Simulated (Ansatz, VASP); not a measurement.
# One calculation of MoS2, two programs

```
CELL_PARAMETERS angstrom
3.16000 0.00000 0.00000
-1.58000 2.73664 0.00000
0.00000 0.00000 21.13000
ATOMIC_POSITIONS crystal
S 0.66667 0.33333 0.42593
S 0.66667 0.33333 0.57407
Mo 0.33333 0.66667 0.50000
```

Alike in both runs: task relaxation of the atoms; functional PBEsol; k mesh 12 × 12 × 1; occupations gaussian, width 0.02 eV; no spin polarisation.

```csv
,VASP,Ansatz
version,VASP 6.6.1,Ansatz 0.2.0
potentials or method,"VASP PAW PBE potentials, release 64 (S, Mo_sv)","scalar-relativistic, plane waves, PAW"
plane-wave cutoff (eV),520,420
valence electrons in the cell,26,26
```

|  | VASP | Ansatz | Ansatz less VASP |
| --- | --- | --- | --- |
| gap on the k mesh at the Fermi level, each at its own relaxed structure (eV) | 1.73 | 1.72 | -0.013 |

VASP's potentials were made for PBE, not for PBEsol. Ansatz's warnings: slab cell height set.
